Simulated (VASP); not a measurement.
# Ti (P6/mmm) in VASP: further runs

Ti is run at these levels: PBE; tasks: single point.

Everything below comes from runs of VASP 6.6.1. Logs are shortened: lines on timing, memory, paths and dates and some standing lists are left out, and cuts for length are marked.

## 1. The cell of the first run

The structure is hexagonal, space group P6/mmm (No. 191). The conventional cell has a = 3.862 Å, b = 3.862 Å, c = 2.413 Å, α = 90.00°, β = 90.00°, γ = 120.00°. Ti (site symmetry 6/mmm) has 14 Ti at 2.41 to 2.54 Å within 3.2 Å. Ti (site symmetry -6m2) has 11 Ti at 2.23 to 2.54 Å within 2.9 Å.

## 2. Single point, PBE

Input file INCAR:

```
SYSTEM = Ti
PREC     = Accurate       ! precision mode
ENCUT    = 520            ! plane-wave cutoff, eV
EDIFF    = 1E-6           ! SCF threshold, eV
ISMEAR   = -1             ! smearing method
SIGMA    = 0.1            ! smearing width, eV
LREAL    = .FALSE.        ! projectors in reciprocal space
LASPH    = .TRUE.         ! aspherical terms in the spheres
NELM     = 60             ! most SCF steps
ALGO     = Normal         ! electronic algorithm
ISIF     = 2              ! what is computed and relaxed
LWAVE    = .FALSE.        ! write WAVECAR
LCHARG   = .TRUE.         ! write CHGCAR
GGA      = PE             ! functional
LELF     = .TRUE.         ! ELF
LVHAR    = .TRUE.       
NBANDS   = 25             ! bands
```

Input file KPOINTS:

```
Automatic mesh
0
G
  9 9 13
  0 0 0
```

Input file POSCAR:

```
Ti
1.0
    3.8624190975      0.0000000000      0.0000000000
   -1.9312095488      3.3449530585      0.0000000000
    0.0000000000      0.0000000000      2.4130725397
Ti
3
Direct
    0.0000000000      0.0000000000      0.0000000000
    0.3333333333      0.6666666667      0.5000000000
    0.6666666667      0.3333333333      0.5000000000
```

Potentials or basis: VASP PAW PBE potentials, release 64 (Ti_sv).

Run with:

```console
$ cat potpaw_PBE.64/Ti_sv/POTCAR > POTCAR
$ mpirun -np 1 vasp_std > vasp.out
```

OUTCAR:

```text
SYSTEM = Ti
   PREC = Accurate
   ENCUT = 520
   EDIFF = 1E-6
   ISMEAR = -1
   LREAL = .FALSE.
   LASPH = .TRUE.
   NELM = 60
   ISIF = 2
   GGA = PE

 ion  position               nearest neighbor table
   1  0.000  0.000  0.000-   2 2.54   3 2.54   2 2.54   3 2.54   3 2.54   3 2.54   2 2.54   2 2.54
                             3 2.54   3 2.54   2 2.54   2 2.54
   2  0.333  0.667  0.500-   3 2.23   3 2.23   3 2.23   1 2.54   1 2.54   1 2.54   1 2.54   1 2.54
                             1 2.54
   3  0.667  0.333  0.500-   2 2.23   2 2.23   2 2.23   1 2.54   1 2.54   1 2.54   1 2.54   1 2.54
                             1 2.54

  LATTYP: Found a hexagonal cell.
 ALAT       =     3.8624190975
 C/A-ratio  =     0.6247567855

  Lattice vectors:

 A1 = (   3.8624190975,   0.0000000000,   0.0000000000)
 A2 = (  -1.9312095488,   3.3449530585,   0.0000000000)
 A3 = (   0.0000000000,   0.0000000000,   2.4130725397)

Analysis of symmetry for initial positions (statically):
=====================================================================
 Subroutine PRICEL returns:
 Original cell was already a primitive cell.

 Routine SETGRP: Setting up the symmetry group for a
 hexagonal supercell.

 Subroutine GETGRP returns: Found 24 space group operations
 (whereof 24 operations were pure point group operations)
 out of a pool of 24 trial point group operations.

The static configuration has the point symmetry D_6h.

Analysis of symmetry for dynamics (positions and initial velocities):
=====================================================================
 Subroutine PRICEL returns:
 Original cell was already a primitive cell.

 Routine SETGRP: Setting up the symmetry group for a
 hexagonal supercell.

 Subroutine GETGRP returns: Found 24 space group operations
 (whereof 24 operations were pure point group operations)
 out of a pool of 24 trial point group operations.

The dynamic configuration has the point symmetry D_6h.

 Subroutine INISYM returns: Found 24 space group operations
 (whereof 24 operations are pure point group operations),
 and found     1 'primitive' translations

----------------------------------------------------------------------------------------

                                     Primitive cell

  volume of cell :      31.1760

  direct lattice vectors                    reciprocal lattice vectors
     3.862419098  0.000000000  0.000000000     0.258905099  0.149478929  0.000000000
    -1.931209549  3.344953058  0.000000000     0.000000000  0.298957858  0.000000000
     0.000000000  0.000000000  2.413072540     0.000000000  0.000000000  0.414409423

  length of vectors
     3.862419098  3.862419098  2.413072540     0.298957858  0.298957858  0.414409423

  position of ions in fractional coordinates (direct lattice)
     0.000000000  0.000000000  0.000000000
     0.333333333  0.666666667  0.500000000
     0.666666667  0.333333333  0.500000000

  ion indices of the primitive-cell ions
   primitive index   ion index
                 1           1
                 2           2
                 3           3

----------------------------------------------------------------------------------------

 KPOINTS: Automatic mesh

Automatic generation of k-mesh.
 Grid dimensions read from file:
 generate k-points for:    9    9   13

 Generating k-lattice:

  Cartesian coordinates                     Fractional coordinates (reciprocal lattice)
     0.028767233  0.016608770  0.000000000     0.111111111 -0.000000000  0.000000000
     0.000000000  0.033217540  0.000000000     0.000000000  0.111111111  0.000000000
     0.000000000  0.000000000  0.031877648     0.000000000  0.000000000  0.076923077

  Length of vectors
     0.033217540  0.033217540  0.031877648

  Shift w.r.t. Gamma in fractional coordinates (k-lattice)
     0.000000000  0.000000000  0.000000000

 Subroutine IBZKPT returns following result:
 ===========================================

 Found     84 irreducible k-points:

 Following reciprocal coordinates:
            Coordinates               Weight
  0.000000  0.000000  0.000000      1.000000
  0.111111  0.000000  0.000000      6.000000
  0.222222 -0.000000  0.000000      6.000000
  0.333333  0.000000  0.000000      6.000000
  0.444444 -0.000000  0.000000      6.000000
  0.111111  0.111111  0.000000      6.000000
[... 16 lines left out ...]
  0.333333  0.222222  0.076923     24.000000
  0.333333  0.333333  0.076923      4.000000
 [... further k-points ...]
   k-points           NKPTS =     84   k-points in BZ     NKDIM =     84   number of bands    NBANDS=     25
   number of dos      NEDOS =    301   number of ions     NIONS =      3
   total plane-waves  NPLWV =  16200
   dimension x,y,z NGX =    30 NGY =   30 NGZ =   18
   dimension x,y,z NGXF=    60 NGYF=   60 NGZF=   36
   ions per type =               3
   NGX,Y,Z   is equivalent  to a cutoff of  12.91, 12.91, 12.40 a.u.
   NGXF,Y,Z  is equivalent  to a cutoff of  25.83, 25.83, 24.80 a.u.
 SYSTEM =  Ti
   PREC   = accura    normal or accurate (medium, high low for compatibility)
   ISTART =      0    job   : 0-new  1-cont  2-samecut
   ICHARG =      2    charge: 1-file 2-atom 10-const
   ISPIN  =      1    spin polarized calculation?
   LNONCOLLINEAR =      F non collinear calculations
   LSORBIT =      F    spin-orbit coupling
   LASPH  =      T    aspherical Exc in radial PAW
   ENCUT  =  520.0 eV  38.22 Ry    6.18 a.u.   7.18  7.18  4.49*2*pi/ulx,y,z
   NELM   =     60;   NELMIN=  2; NELMDL= -5     # of ELM steps
   EDIFF  = 0.1E-05   stopping-criterion for ELM
   LREAL  =      F    real-space projection
   EDIFFG = 0.1E-04   stopping-criterion for IOM
   NSW    =      0    number of steps for IOM
   IBRION =     -1    ionic relax: 0-MD 1-quasi-New 2-CG
   NFREE  =      0    steps in history (QN), initial steepest desc. (CG)
   ISIF   =      2    stress and relaxation
   ISYM   =      2    0-nonsym 1-usesym 2-fastsym
   POTIM  = 0.5000    time-step for ionic-motion
   TEBEG  =    0.0;   TEEND  =   0.0 temperature during run
   PSTRESS=    0.0 pullay stress
   NELECT =      36.0000    total number of electrons
   NUPDOWN=      -1.0000    fix difference up-down
   EMIN   =  10.00;   EMAX   =-10.00  energy-range for DOS
   EFERMI =   0.00;   METHOD = LEGACY
   ISMEAR =    -1;   SIGMA  =   0.10  broadening in eV -4-tet -1-fermi 0-gaus
   EFERMI_NEDOS =   21; number of points for ismear=-14 and -15
   IALGO  =     38    algorithm
   IMIX   =      4    mixing-type and parameters
     AMIX     =   0.40;   BMIX     =  1.00
     AMIX_MAG =   1.60;   BMIX_MAG =  1.00
  volume/ion in A,a.u.               =      10.39        70.13
  Fermi-wavevector in a.u.,A,eV,Ry     =   1.717522  3.245647 40.135595  2.949883
  Thomas-Fermi vector in A             =   2.794506
   LORBIT       =      0    0 simple, 1 ext, 2 COOP (PROOUT), +10 PAW based schemes
   GGA     = PE    functional components
[... 5 lines left out ...]
 non-spin polarized calculation
  energy-cutoff  :      520.00
  volume of cell :       31.18
 maximum number of plane-waves:       859
 NGX is ok and might be reduce to    30
   NGX = 15   NGY = 15   NGZ =  9

 number of electron      35.9999997 magnetization

 Free energy of the ion-electron system (eV)
  ---------------------------------------------------
  ext. energy  EPLUGINS =         0.00000000
  ---------------------------------------------------
  free energy    TOTEN  =       -17.91794420 eV

  energy without entropy =      -17.84226382  energy(sigma->0) =      -17.88010401

 E-fermi :  14.7387     XC(G=0): -14.1596

 val. band max:       14.7368171875   @ k =   0.3333   0.2222   0.3077
 cond. band min:      14.7543409409   @ k =   0.4444   0.1111   0.2308
 fundamental gap:      0.0175237534
 Fermi energy:        14.7387377556

 k-point     1 :       0.0000    0.0000    0.0000
  band No.  band energies     occupation
      1     -41.7552      2.00000
      2     -40.8765      2.00000
      3     -40.4774      2.00000
      4     -18.4899      2.00000
      5     -18.4899      2.00000
      6     -18.0574      2.00000
[... 17 lines left out ...]
     24      17.4699      0.00000
     25      17.5356      0.00000

 k-point     2 :       0.1111    0.0000    0.0000
  band No.  band energies     occupation
      1     -41.7199      2.00000
      2     -40.8893      2.00000
      3     -40.5058      2.00000
      4     -18.6788      2.00000
      5     -18.6094      2.00000
      6     -17.8416      2.00000
[... 17 lines left out ...]
     24      17.0062      0.00000
     25      18.1624      0.00000

 k-point     3 :       0.2222   -0.0000    0.0000
  band No.  band energies     occupation
      1     -41.6189      2.00000
      2     -40.9266      2.00000
      3     -40.5844      2.00000
      4     -18.9394      2.00000
      5     -18.6617      2.00000
      6     -17.5059      2.00000
[... 17 lines left out ...]
     24      17.5124      0.00000
     25      18.8497      0.00000

 k-point     4 :       0.3333    0.0000    0.0000
  band No.  band energies     occupation
      1     -41.4669      2.00000
      2     -40.9930      2.00000
      3     -40.6870      2.00000
      4     -19.1361      2.00000
      5     -18.5152      2.00000
      6     -17.2516      2.00000
[... 17 lines left out ...]
     24      18.3178      0.00000
     25      19.2014      0.00000
[... 477 lines left out ...]
 k-point    22 :       0.2222    0.2222    0.0769
  band No.  band energies     occupation
      1     -41.3637      2.00000
      2     -40.9900      2.00000
      3     -40.7483      2.00000
      4     -18.9332      2.00000
      5     -18.6559      2.00000
      6     -17.4985      2.00000
[... 17 lines left out ...]
     24      18.6014      0.00000
     25      18.6274      0.00000

 k-point    23 :       0.3333    0.2222    0.0769
  band No.  band energies     occupation
      1     -41.2185      2.00000
      2     -41.0428      2.00000
      3     -40.8494      2.00000
      4     -18.9350      2.00000
      5     -18.4195      2.00000
      6     -17.9361      2.00000
[... 17 lines left out ...]
     24      18.1908      0.00000
     25      19.2654      0.00000

 k-point    24 :       0.3333    0.3333    0.0769
  band No.  band energies     occupation
      1     -41.1636      2.00000
      2     -40.9751      2.00000
      3     -40.9751      2.00000
      4     -18.7943      2.00000
      5     -18.2964      2.00000
      6     -18.2964      2.00000
[... 17 lines left out ...]
     24      18.0854      0.00000
     25      19.6484      0.00000

 [... further k-points ...]
[... 5 lines left out ...]
  --------------------------------------------------------------------------------------
  -------------------------------------------------------------------------------------
  Total       25.1037376     25.1037376     24.9801449     -0.0000000      0.0000000      0.0000000
  in kB     1290.1172106   1290.1172106   1283.7656006     -0.0000000      0.0000000      0.0000000
  external PRESSURE =    1288.0000072 kB  Pullay stress =       0.0000000 kB

 VOLUME and BASIS-vectors are now :
 -----------------------------------------------------------------------------
  energy-cutoff  :      520.00
  volume of cell :       31.18
      direct lattice vectors                 reciprocal lattice vectors
     3.862419098  0.000000000  0.000000000     0.258905099  0.149478929  0.000000000
    -1.931209549  3.344953058  0.000000000     0.000000000  0.298957858  0.000000000
     0.000000000  0.000000000  2.413072540     0.000000000  0.000000000  0.414409423

 POSITION                                       TOTAL-FORCE (eV/Angst)
 -----------------------------------------------------------------------------------
      0.00000      0.00000      0.00000        -0.000000      0.000000      0.000000
     -0.00000      2.22997      1.20654         0.000000      0.000000     -0.000000
      1.93121      1.11498      1.20654        -0.000000     -0.000000      0.000000
 -----------------------------------------------------------------------------------
    total drift:                               -0.000000      0.000000      0.000000

  FREE ENERGIE OF THE ION-ELECTRON SYSTEM (eV)
  ---------------------------------------------------
  free  energy   TOTEN  =       -17.9179441960 eV

  energy  without entropy=      -17.8422638192  energy(sigma->0) =      -17.88010401
```

Wall time 34 s (1 thread of Intel Xeon 6975P-C (Granite Rapids), shared host); peak memory 0.17 GiB.

What came out:

| Item | Value |
| --- | --- |
| Free energy | -17.9179 eV |
| Pressure | 128.8 GPa |
| Band gap on the k mesh | zero (band 18 reaches 15.29 eV, above the bottom of band 19 at 14.36 eV) |

Stress tensor (GPa, compression positive):
```
129.01   0.00   0.00
  0.00 129.01   0.00
  0.00   0.00 128.38
```

## 3. Single point, PBE

Input file INCAR:

```
PREC = Accurate
ENCUT = 520
EDIFF = 1E-6
ISMEAR = -1
SIGMA = 0.1
LREAL = F
LASPH = T
NELM = 60
ALGO = Normal
ISIF = 2
LWAVE = F
LCHARG = F
GGA = PE
NBANDS = 25
```

Input file KPOINTS:

```
regular mesh
0
Gamma
  9 9 13
```

POSCAR is that of step 2.

Potentials or basis: VASP PAW PBE potentials, release 64 (Ti_sv).

Run with:

```console
$ cat potpaw_PBE.64/Ti_sv/POTCAR > POTCAR
$ mpirun -np 1 vasp_std > vasp.out
```

Wall time 32 s (1 thread of Intel Xeon 6975P-C (Granite Rapids), shared host); peak memory 0.17 GiB.

It converged, with:

```yaml
Free_energy: -17.9179 eV
Pressure: 128.8 GPa
Band_gap_on_the_k_mesh: zero (band 18 reaches 15.29 eV, above the bottom of band 19 at 14.36 eV)
```

Stress tensor (GPa, compression positive):
```
129.01   0.00   0.00
  0.00 129.01   0.00
  0.00   0.00 128.38
```

Levels at points of the mesh, in eV from the Fermi level:
```csv
k point,band 16,band 17,band 18,band 19,band 20,band 21
"(0.00, 0.00, 0.00)",-0.43,-0.28,-0.28,0.18,1.00,1.96
```
